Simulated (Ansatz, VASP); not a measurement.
Two plane-wave programs on Ge

```
CELL_PARAMETERS angstrom
4.07681 -0.00117 0.00048
-2.03940 3.53228 0.00284
0.00206 0.02017 19.93025
ATOMIC_POSITIONS crystal
Ge 0.99823 0.99845 0.18713
Ge 0.00051 0.99831 0.68692
Ge 0.00011 0.00140 0.31313
Ge 0.00090 0.00116 0.81282
Ge 0.33309 0.66649 0.52076
Ge 0.66702 0.33400 0.02057
Ge 0.33410 0.66747 0.97920
Ge 0.66643 0.33342 0.47948
Ge 0.33383 0.66514 0.64553
Ge 0.66541 0.33218 0.14550
Ge 0.33373 0.66755 0.85431
Ge 0.66664 0.33445 0.35465
```

Change from the starting cell: cell x1, atoms moved at random (sigma 0.05 Å) and cell strained at random (1.5 %), then relaxed without symmetry.

Alike in both runs: functional PBE; k mesh 6 × 6 × 1; occupations gaussian, width 0.2 eV; no spin polarisation.

Ansatz relaxed the structure, and its values are those at the end. VASP's run is a single point on that final structure, the one shown.

```csv
,VASP,Ansatz
version,VASP 6.6.1,Ansatz 0.2.0
potentials or method,"VASP PAW PBE potentials, release 64 (Ge_d), cutoff 520 eV","scalar-relativistic, plane waves, PAW"
valence electrons in the cell,168,168
```

```tsv
	VASP	Ansatz	Ansatz less VASP
pressure (GPa)	0.0	0.1	+0.09
rms of the force components (eV/Å)	0.005	0.005	+0.0002
```
